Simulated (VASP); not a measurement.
Input of a VASP 6.6.1 run:

INCAR

```
  PREC = Accurate
  ENCUT = 600
  EDIFF = 1E-6
  ISMEAR = -1
  SIGMA = 0.1
  LREAL = F
  LASPH = T
  NELM = 120
  ALGO = Normal
  ISIF = 2
  LWAVE = F
  LCHARG = F
  GGA = PE
  NBANDS = 11
  GGA_COMPAT = F
```

Contents of KPOINTS:

```
Automatic mesh
0
Gamma
  10 10 10
```

The input POSCAR:

```
MgO
1.0
    0.0000000000      2.2124420000      2.2124420000
    2.2124420000      0.0000000000      2.2124420000
    2.2124420000      2.2124420000      0.0000000000
Mg O
1 1
Direct
    0.0000000000      0.0000000000      0.0000000000
    0.5000000000      0.5000000000      0.5000000000
```

Potentials or basis: VASP PAW PBE potentials, release 64 (Mg, O).

The run is started by

```bash
$ cat potpaw_PBE.64/Mg/POTCAR potpaw_PBE.64/O/POTCAR > POTCAR
$ mpirun -np 1 vasp_std > vasp.out
```

Predict the band gap on the k mesh.

3.42 eV, direct.

Predict the pressure.

-14.8 GPa.
